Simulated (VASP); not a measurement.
Input of a VASP 6.6.1 run:

Contents of INCAR:

```
PREC = Accurate
ENCUT = 500
EDIFF = 1E-6
ISMEAR = 0
SIGMA = 0.1
LREAL = False
LASPH = True
NELM = 120
ALGO = Normal
ISIF = 2
LWAVE = False
LCHARG = True
GGA = PE
LELF = True
LVHAR = True
NBANDS = 26
GGA_COMPAT = False
```

Contents of KPOINTS:

```
regular mesh
0
Gamma
  6 6 4
```

The input POSCAR:

```
Ag2Sb3
1.0
    4.4654171864      0.0000000000      0.0000000000
   -2.2327085932      3.8671647219      0.0000000000
    0.0000000000      0.0000000000      6.9474637951
Ag Sb
2 3
Direct
    0.3333333333      0.6666666667      0.2450000000
    0.6666666667      0.3333333333      0.7550000000
    0.0000000000      0.0000000000      0.0000000000
    0.3333333333      0.6666666667      0.6450000000
    0.6666666667      0.3333333333      0.3550000000
```

Potentials or basis: VASP PAW PBE potentials, release 64 (Ag, Sb).

Command:

```console
$ cat potpaw_PBE.64/Ag/POTCAR potpaw_PBE.64/Sb/POTCAR > POTCAR
$ mpirun -np 1 vasp_std > vasp.out
```

(1) What does it give for the band gap on the k mesh?

(2) Predict the pressure.

(3) What does it give for the largest force?

Answers

(1) zero (an odd number of electrons rules out a gap without spin polarisation).

(2) 8.0 GPa.

(3) 1.215 eV/Å.

Caveat: the cell stands under pressure; spin-orbit coupling is left out, which moves the levels of the heavy elements; an odd number of electrons without spin polarisation forces a metal; a magnetic or distorted state may lie lower.
